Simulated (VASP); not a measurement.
# GdN (Fm-3m) in VASP: further runs

Aim: see how the results for GdN move with the level of theory and the settings. Levels: r2SCAN+rVV10+U, r2SCAN+D4+U. Tasks: single point.

Program: VASP 6.6.1. These are calculated values, not measurements. Logs are shortened: lines on timing, memory, paths and dates and some standing lists are left out, and cuts for length are marked.

### Step 1. The cell of the first run

The structure is cubic, space group Fm-3m (No. 225). The conventional cell has a = 5.004 Å, b = 5.004 Å, c = 5.004 Å, α = 90.00°, β = 90.00°, γ = 90.00°. Within 3.3 Å of Gd (site symmetry m-3m) lie 6 N at 2.50 Å. N (site symmetry m-3m) has 6 Gd at 2.50 Å within 3.3 Å.

### Step 2. Single point, r2SCAN+rVV10+U, collinear spin, ferrimagnetic start (volume scaled by 1.02)

Contents of POSCAR:

```
GdN
1.0
    0.0000000000      2.5019321611      2.5019321611
    2.5019321611      0.0000000000      2.5019321611
    2.5019321611      2.5019321611      0.0000000000
Gd N
1 1
Direct
    0.5000000000      0.5000000000      0.5000000000
    0.0000000000      0.0000000000      0.0000000000
```

Contents of INCAR.step1:

```
  PREC = Accurate
  ENCUT = 520
  ISMEAR = 0
  SIGMA = 0.05
  LREAL = F
  LASPH = T
  NELM = 150
  ISPIN = 2
  MAGMOM = 7.66 -0.18
  LMAXMIX = 6
  LDAU = T
  LDAUTYPE = 2
  LDAUL = 3 -1
  LDAUU = 4 0
  LDAUJ = 0 0
  NBANDS = 22
  GGA = PE
  ALGO = Normal
  EDIFF = 1E-4
  LWAVE = T
  LCHARG = F
```

Contents of INCAR.step2:

```
  PREC = Accurate
  ENCUT = 520
  EDIFF = 1E-6
  ISMEAR = 0
  SIGMA = 0.05
  LREAL = F
  LASPH = T
  NELM = 150
  ALGO = Normal
  ISIF = 2
  LWAVE = F
  LCHARG = T
  ISPIN = 2
  MAGMOM = 7.66 -0.18
  LORBIT = 11
  LMAXMIX = 6
  LDAU = T
  LDAUTYPE = 2
  LDAUL = 3 -1
  LDAUU = 4 0
  LDAUJ = 0 0
  LDAUPRINT = 1
  METAGGA = R2SCAN
  LMIXTAU = T
  LUSE_VDW = T
  IVDW_NL = 2
  BPARAM = 11.95
  CPARAM = 0.0093
  LELF = T
  LVHAR = T
  NBANDS = 22
  ISTART = 1
```

Contents of KPOINTS:

```
Automatic mesh
0
Gamma
  8 8 8
```

Potentials or basis: VASP PAW PBE potentials, release 64 (Gd, N).

Started as:

```
cat potpaw_PBE.64/Gd/POTCAR potpaw_PBE.64/N/POTCAR > POTCAR
cp INCAR.step1 INCAR
mpirun -np 1 vasp_std > vasp.out
cp INCAR.step2 INCAR
mpirun -np 1 vasp_std > vasp.out
```

OUTCAR:

```text
PREC = Accurate
   ENCUT = 520
   EDIFF = 1E-6
   ISMEAR = 0
   LREAL = F
   LASPH = T
   NELM = 150
   ISIF = 2
   ISPIN = 2
   LORBIT = 11
   METAGGA = R2SCAN
   IVDW_NL = 2
   BPARAM = 11.95
   ISTART = 1

 ion  position               nearest neighbor table
   1  0.500  0.500  0.500-   2 2.50   2 2.50   2 2.50   2 2.50   2 2.50   2 2.50
   2  0.000  0.000  0.000-   1 2.50   1 2.50   1 2.50   1 2.50   1 2.50   1 2.50

  LATTYP: Found a face centered cubic cell.
 ALAT       =     5.0038643222

  Lattice vectors:

 A1 = (   0.0000000000,   2.5019321611,   2.5019321611)
 A2 = (   2.5019321611,   0.0000000000,   2.5019321611)
 A3 = (   2.5019321611,   2.5019321611,   0.0000000000)

Analysis of symmetry for initial positions (statically):
=====================================================================
 Subroutine PRICEL returns:
 Original cell was already a primitive cell.

 Routine SETGRP: Setting up the symmetry group for a
 face centered cubic supercell.

 Subroutine GETGRP returns: Found 48 space group operations
 (whereof 48 operations were pure point group operations)
 out of a pool of 48 trial point group operations.

The static configuration has the point symmetry O_h .

Analysis of symmetry for dynamics (positions and initial velocities):
=====================================================================
 Subroutine PRICEL returns:
 Original cell was already a primitive cell.

 Routine SETGRP: Setting up the symmetry group for a
 face centered cubic supercell.

 Subroutine GETGRP returns: Found 48 space group operations
 (whereof 48 operations were pure point group operations)
 out of a pool of 48 trial point group operations.

The dynamic configuration has the point symmetry O_h .

Analysis of structural, dynamic, and magnetic symmetry:
=====================================================================
 Subroutine PRICEL returns:
 Original cell was already a primitive cell.

 Routine SETGRP: Setting up the symmetry group for a
 face centered cubic supercell.

 Subroutine GETGRP returns: Found 48 space group operations
 (whereof 48 operations were pure point group operations)
 out of a pool of 48 trial point group operations.

The overall configuration has the point symmetry O_h .

 Subroutine INISYM returns: Found 48 space group operations
 (whereof 48 operations are pure point group operations),
 and found     1 'primitive' translations

----------------------------------------------------------------------------------------

                                     Primitive cell

  volume of cell :      31.3225

  direct lattice vectors                    reciprocal lattice vectors
     0.000000000  2.501932161  2.501932161    -0.199845546  0.199845546  0.199845546
     2.501932161  0.000000000  2.501932161     0.199845546 -0.199845546  0.199845546
     2.501932161  2.501932161  0.000000000     0.199845546  0.199845546 -0.199845546

  length of vectors
     3.538266394  3.538266394  3.538266394     0.346142640  0.346142640  0.346142640
[... 111 lines left out ...]
   LHFCALC =     F    Hartree Fock is set to
   AEXX    =    0.0000 exact exchange contribution
   IVDW_NL    =     2    kernel type
   BPARAM     =11.9500
   IVDW    =     0    specifies the selected vdW correction
   LEPSILON=     F    determine dielectric tensor
   LRPA    =     F    only Hartree local field effects (RPA)
 spin polarized calculation
 Gauss-broadening in eV      SIGMA  =   0.05
  energy-cutoff  :      520.00
  volume of cell :       31.32
 maximum number of plane-waves:       869
 NGX is ok and might be reduce to    28
   NGX = 13   NGY = 13   NGZ = 13

atom =   1  type =  1  l = 3

 onsite density matrix

spin component  1

  0.9919 -0.0000  0.0010 -0.0000  0.0000  0.0000 -0.0000
 -0.0000  0.9891 -0.0000  0.0000  0.0000  0.0000  0.0000
  0.0010 -0.0000  0.9913 -0.0000 -0.0000 -0.0000 -0.0000
 -0.0000  0.0000 -0.0000  0.9927 -0.0000 -0.0000 -0.0000
  0.0000  0.0000 -0.0000 -0.0000  0.9913 -0.0000 -0.0010
  0.0000  0.0000 -0.0000 -0.0000 -0.0000  0.9905 -0.0000
 -0.0000  0.0000 -0.0000 -0.0000 -0.0010 -0.0000  0.9919

spin component  2

  0.0079 -0.0000  0.0035 -0.0000 -0.0000 -0.0000 -0.0000
 -0.0000  0.0003  0.0000 -0.0000 -0.0000 -0.0000 -0.0000
  0.0035  0.0000  0.0061 -0.0000 -0.0000  0.0000 -0.0000
 -0.0000 -0.0000 -0.0000  0.0106 -0.0000  0.0000 -0.0000
 -0.0000 -0.0000 -0.0000 -0.0000  0.0061  0.0000 -0.0035
 -0.0000 -0.0000  0.0000  0.0000  0.0000  0.0034  0.0000
 -0.0000 -0.0000 -0.0000 -0.0000 -0.0035  0.0000  0.0079

 occupancies and eigenvectors

  o =  0.0003  v =  0.0000  0.0000  0.0000  0.0000  0.0000  0.0000  0.0000  0.0000 -1.0000 -0.0000  0.0000 -0.0000  0.0000 -0.0000      0.0000  0.0000  0.0000  0.0000  0.0000  0.0000  0.0000  0.0000  0.0000  0.0000  0.0000  0.0000  0.0000  0.0000
  o =  0.0034  v =  0.0000  0.0000  0.0000  0.0000  0.0000  0.0000  0.0000 -0.6124 -0.0000  0.7906 -0.0000  0.0009 -0.0013  0.0007      0.0000  0.0000  0.0000  0.0000  0.0000  0.0000  0.0000  0.0000  0.0000  0.0000  0.0000  0.0000  0.0000  0.0000
  o =  0.0034  v =  0.0000  0.0000  0.0000  0.0000  0.0000  0.0000  0.0000  0.0007 -0.0000 -0.0009  0.0000  0.7906 -0.0015  0.6124      0.0000  0.0000  0.0000  0.0000  0.0000  0.0000  0.0000  0.0000  0.0000  0.0000  0.0000  0.0000  0.0000  0.0000
  o =  0.0034  v =  0.0000  0.0000  0.0000  0.0000  0.0000  0.0000  0.0000  0.0008  0.0000 -0.0011  0.0000 -0.0012 -1.0000 -0.0009      0.0000  0.0000  0.0000  0.0000  0.0000  0.0000  0.0000  0.0000  0.0000  0.0000  0.0000  0.0000  0.0000  0.0000
  o =  0.0106  v =  0.0000  0.0000  0.0000  0.0000  0.0000  0.0000  0.0000 -0.0002 -0.0000 -0.0002  0.0007 -0.6124 -0.0000  0.7906      0.0000  0.0000  0.0000  0.0000  0.0000  0.0000  0.0000  0.0000  0.0000  0.0000  0.0000  0.0000  0.0000  0.0000
  o =  0.0106  v =  0.0000  0.0000  0.0000  0.0000  0.0000  0.0000  0.0000 -0.7906  0.0000 -0.6124 -0.0009  0.0002 -0.0000 -0.0002      0.0000  0.0000  0.0000  0.0000  0.0000  0.0000  0.0000  0.0000  0.0000  0.0000  0.0000  0.0000  0.0000  0.0000
  o =  0.0106  v =  0.0000  0.0000  0.0000  0.0000  0.0000  0.0000  0.0000 -0.0007  0.0000 -0.0005  1.0000  0.0005  0.0000 -0.0006      0.0000  0.0000  0.0000  0.0000  0.0000  0.0000  0.0000  0.0000  0.0000  0.0000  0.0000  0.0000  0.0000  0.0000
  o =  0.9891  v =  0.0000  1.0000 -0.0000 -0.0000  0.0000 -0.0000 -0.0000  0.0000  0.0000  0.0000  0.0000  0.0000  0.0000  0.0000      0.0000  0.0000  0.0000  0.0000  0.0000  0.0000  0.0000  0.0000  0.0000  0.0000  0.0000  0.0000  0.0000  0.0000
  o =  0.9905  v =  0.0000 -0.0000 -0.0000 -0.0000  0.7902  0.0306  0.6121  0.0000  0.0000  0.0000  0.0000  0.0000  0.0000  0.0000      0.0000  0.0000  0.0000  0.0000  0.0000  0.0000  0.0000  0.0000  0.0000  0.0000  0.0000  0.0000  0.0000  0.0000
  o =  0.9905  v =  0.6124  0.0000 -0.7906  0.0000 -0.0000 -0.0000  0.0000  0.0000  0.0000  0.0000  0.0000  0.0000  0.0000  0.0000      0.0000  0.0000  0.0000  0.0000  0.0000  0.0000  0.0000  0.0000  0.0000  0.0000  0.0000  0.0000  0.0000  0.0000
  o =  0.9905  v =  0.0000 -0.0000  0.0000  0.0000  0.0242 -0.9995  0.0188  0.0000  0.0000  0.0000  0.0000  0.0000  0.0000  0.0000      0.0000  0.0000  0.0000  0.0000  0.0000  0.0000  0.0000  0.0000  0.0000  0.0000  0.0000  0.0000  0.0000  0.0000
  o =  0.9927  v =  0.0000  0.0000  0.0000  0.0603 -0.6113  0.0000  0.7891  0.0000  0.0000  0.0000  0.0000  0.0000  0.0000  0.0000      0.0000  0.0000  0.0000  0.0000  0.0000  0.0000  0.0000  0.0000  0.0000  0.0000  0.0000  0.0000  0.0000  0.0000
  o =  0.9927  v =  0.0000 -0.0000 -0.0000 -0.9982 -0.0369 -0.0000  0.0477  0.0000  0.0000  0.0000  0.0000  0.0000  0.0000  0.0000      0.0000  0.0000  0.0000  0.0000  0.0000  0.0000  0.0000  0.0000  0.0000  0.0000  0.0000  0.0000  0.0000  0.0000
  o =  0.9927  v = -0.7906  0.0000 -0.6124  0.0000 -0.0000 -0.0000  0.0000  0.0000  0.0000  0.0000  0.0000  0.0000  0.0000  0.0000      0.0000  0.0000  0.0000  0.0000  0.0000  0.0000  0.0000  0.0000  0.0000  0.0000  0.0000  0.0000  0.0000  0.0000

 number of electron      23.0000005 magnetization       7.0000009

 Free energy of the ion-electron system (eV)
  ---------------------------------------------------
  ext. energy  EPLUGINS =         0.00000000
  ---------------------------------------------------
  free energy    TOTEN  =       -53.04937858 eV

  energy without entropy =      -53.04937857  energy(sigma->0) =      -53.04937857

 E-fermi :   3.6710     XC(G=0): -12.2236

 val. band max:        3.5142950243   @ k =   0.5000   0.5000   0.0000
 cond. band min:       3.8297733321   @ k =   0.3750   0.3750   0.0000
 fundamental gap:      0.3154783079
 Fermi energy:         3.6710167835

 spin component 1

 k-point     1 :       0.0000    0.0000    0.0000
  band No.  band energies     occupation
      1     -41.7281      1.00000
      2     -18.0566      1.00000
      3     -18.0565      1.00000
      4     -18.0565      1.00000
      5     -10.0111      1.00000
      6      -2.1819      1.00000
[... 1193 lines left out ...]
     21      16.2318      0.00000
     22      17.4525      0.00000

 [... further k-points ...]
[... 5 lines left out ...]
  --------------------------------------------------------------------------------------
  -------------------------------------------------------------------------------------
  Total       -0.5535113     -0.5535113     -0.5535113      0.0000000     -0.0000000      0.0000000
  in kB      -28.3126499    -28.3126499    -28.3126499      0.0000000     -0.0000000      0.0000000
  external PRESSURE =     -28.3126499 kB  Pullay stress =       0.0000000 kB

 VOLUME and BASIS-vectors are now :
 -----------------------------------------------------------------------------
  energy-cutoff  :      520.00
  volume of cell :       31.32
      direct lattice vectors                 reciprocal lattice vectors
     0.000000000  2.501932161  2.501932161    -0.199845546  0.199845546  0.199845546
     2.501932161  0.000000000  2.501932161     0.199845546 -0.199845546  0.199845546
     2.501932161  2.501932161  0.000000000     0.199845546  0.199845546 -0.199845546

 POSITION                                       TOTAL-FORCE (eV/Angst)
 -----------------------------------------------------------------------------------
      2.50193      2.50193      2.50193        -0.000000      0.000000     -0.000000
      0.00000      0.00000      0.00000         0.000000     -0.000000      0.000000
 -----------------------------------------------------------------------------------
    total drift:                                0.000000      0.000000      0.000000

  FREE ENERGIE OF THE ION-ELECTRON SYSTEM (eV)
  ---------------------------------------------------
  free  energy   TOTEN  =       -53.0493785816 eV

  energy  without entropy=      -53.0493785660  energy(sigma->0) =      -53.04937857

 total charge

# of ion       s       p       d       f       tot
--------------------------------------------------
    1        2.038   5.692   0.511   6.974  15.216
    2        1.252   2.411   0.000   0.000   3.663
--------------------------------------------------
tot          3.290   8.104   0.511   6.974  18.879

 magnetization (x)

# of ion       s       p       d       f       tot
--------------------------------------------------
    1       -0.011  -0.133   0.078   6.892   6.825
    2       -0.012  -0.124   0.000   0.000  -0.137
--------------------------------------------------
tot         -0.023  -0.258   0.078   6.892   6.688
```

It took 2.3 min on 1 thread of AMD EPYC 9R45 (Zen 5), shared host; peak memory 0.27 GiB.

What came out:

| Property | Result |
| --- | --- |
| Free energy | -53.0494 eV |
| Pressure | -2.8 GPa |
| Band gap on the k mesh | zero (filled and empty bands overlap) |
| Net moment | 7.00 μB per cell |
| Site moments | Gd +6.83; N -0.14 μB |
| Valence electrons inside the program's atomic spheres | Gd 15.22; N 3.66 |

Levels at points of the mesh, in eV from the Fermi level:
Spin up:
| k point | band 11 | band 12 | band 13 | band 14 | band 15 | band 16 | band 17 | band 18 | band 19 | band 20 |
| --- | --- | --- | --- | --- | --- | --- | --- | --- | --- | --- |
| (0.00, 0.00, 0.00) | -5.60 | -5.60 | 0.17 | 0.17 | 0.17 | 2.79 | 2.79 | 2.79 | 3.71 | 4.90 |
| (0.50, 0.00, 0.00) | -5.60 | -5.58 | -4.33 | -2.53 | -2.53 | 5.55 | 6.17 | 6.17 | 7.01 | 10.36 |
| (0.50, 0.50, 0.00) | -5.66 | -5.64 | -1.47 | -0.27 | -0.27 | -0.16 | 6.74 | 6.88 | 7.78 | 7.78 |
Spin down:
```tsv
k point	band 4	band 5	band 6	band 7	band 8	band 9	band 10	band 11	band 12	band 13
(0.00, 0.00, 0.00)	-19.11	-13.76	-0.56	-0.56	-0.56	3.74	3.74	3.74	4.39	4.73
(0.50, 0.00, 0.00)	-19.20	-11.84	-4.03	-2.47	-2.47	4.75	5.12	5.12	5.46	5.46
(0.50, 0.50, 0.00)	-19.53	-13.54	-1.12	-0.62	-0.62	0.60	5.23	5.23	5.36	5.36
```

Eigenvalues of the final occupation matrices:
| site | spin | trace | eigenvalues |
| --- | --- | --- | --- |
| site 1 f | 1 | 6.94 | 0.99 0.99 0.99 0.99 0.99 0.99 0.99 |
| site 1 f | 2 | 0.04 | 0.00 0.00 0.00 0.00 0.01 0.01 0.01 |

Caveat: the PAW data sets were made with another functional, which shifts forces and pressure a little; spin-orbit coupling is left out, which moves the levels of the heavy elements; a cell with one magnetic atom can't hold antiferromagnetic order, which such compounds often take.

### Step 3. Single point, r2SCAN+D4+U, collinear spin, ferrimagnetic start (volume scaled by 1.02)

Contents of POSCAR:

```
GdN
1.0
    0.0000000000      2.5025200697      2.5025200697
    2.5025200697      0.0000000000      2.5025200697
    2.5025200697      2.5025200697      0.0000000000
Gd N
1 1
Direct
    0.5000000000      0.5000000000      0.5000000000
    0.0000000000      0.0000000000      0.0000000000
```

Contents of INCAR.step1:

```
SYSTEM = GdN
ALGO = Normal
EDIFF = 1E-4
ENCUT = 520
GGA = PE
ISMEAR = 0
ISPIN = 2
LASPH = .TRUE.
LCHARG = .FALSE.
LDAU = .TRUE.
LDAUJ = 0 0
LDAUL = 3 -1
LDAUTYPE = 2
LDAUU = 4 0
LMAXMIX = 6
LREAL = .FALSE.
LWAVE = .TRUE.
MAGMOM = 7.66 -0.18
NBANDS = 22
NELM = 150
PREC = Accurate
SIGMA = 0.05
```

Contents of INCAR.step2:

```
SYSTEM = GdN
ALGO = Normal
EDIFF = 1E-6
ENCUT = 520
ISIF = 2
ISMEAR = 0
ISPIN = 2
ISTART = 1
IVDW = 13
LASPH = .TRUE.
LCHARG = .FALSE.
LDAU = .TRUE.
LDAUJ = 0 0
LDAUL = 3 -1
LDAUPRINT = 1
LDAUTYPE = 2
LDAUU = 4 0
LMAXMIX = 6
LMIXTAU = .TRUE.
LORBIT = 11
LREAL = .FALSE.
LWAVE = .FALSE.
MAGMOM = 7.66 -0.18
METAGGA = R2SCAN
NBANDS = 22
NELM = 150
PREC = Accurate
SIGMA = 0.05
VDW_A1 = 0.51559235
VDW_A2 = 5.77342911
VDW_S6 = 1.0
VDW_S8 = 0.6018749
```

Contents of KPOINTS:

```
k-points
0
G
  8 8 8
  0 0 0
```

Potentials or basis: VASP PAW PBE potentials, release 64 (Gd, N).

Started as:

```
cat potpaw_PBE.64/Gd/POTCAR potpaw_PBE.64/N/POTCAR > POTCAR
cp INCAR.step1 INCAR
mpirun -np 1 vasp_std > vasp.out
cp INCAR.step2 INCAR
mpirun -np 1 vasp_std > vasp.out
```

Run time: 2 min. Hardware: 1 thread of AMD EPYC 9R45 (Zen 5), shared host; peak memory 0.19 GiB.

Results (log left out):

```
Free energy                                           : -53.8497 eV
Pressure                                              : -3.0 GPa
Band gap on the k mesh                                : zero (filled and empty bands overlap)
Net moment                                            : 7.00 μB per cell
Site moments                                          : Gd +6.83; N -0.14 μB
Valence electrons inside the program's atomic spheres : Gd 15.22; N 3.67
Dispersion energy per atom                            : -0.120 eV
```

Levels at points of the mesh, in eV from the Fermi level:
Spin up:
```csv
k point,band 12,band 13,band 14,band 15,band 16,band 17,band 18,band 19
"(0.00, 0.00, 0.00)",-5.65,0.15,0.15,0.15,2.78,2.78,2.78,3.73
"(0.50, 0.00, 0.00)",-5.63,-4.33,-2.55,-2.55,5.53,6.14,6.14,7.03
"(0.50, 0.50, 0.00)",-5.69,-1.48,-0.29,-0.29,-0.15,6.70,6.86,7.75
```
Spin down:
| k point | band 5 | band 6 | band 7 | band 8 | band 9 | band 10 | band 11 | band 12 |
| --- | --- | --- | --- | --- | --- | --- | --- | --- |
| (0.00, 0.00, 0.00) | -13.78 | -0.58 | -0.58 | -0.58 | 3.73 | 3.73 | 3.73 | 4.41 |
| (0.50, 0.00, 0.00) | -11.87 | -4.03 | -2.49 | -2.49 | 4.72 | 5.07 | 5.07 | 5.41 |
| (0.50, 0.50, 0.00) | -13.55 | -1.13 | -0.64 | -0.64 | 0.61 | 5.18 | 5.18 | 5.31 |

Eigenvalues of the final occupation matrices:
```tsv
site	spin	trace	eigenvalues
site 1 f	1	6.94	0.99 0.99 0.99 0.99 0.99 0.99 0.99
site 1 f	2	0.04	0.00 0.00 0.00 0.00 0.01 0.01 0.01
```

Caveat: the PAW data sets were made with another functional, which shifts forces and pressure a little; spin-orbit coupling is left out, which moves the levels of the heavy elements; a cell with one magnetic atom can't hold antiferromagnetic order, which such compounds often take; pairwise dispersion overbinds metals, which lowers pressure and volume.
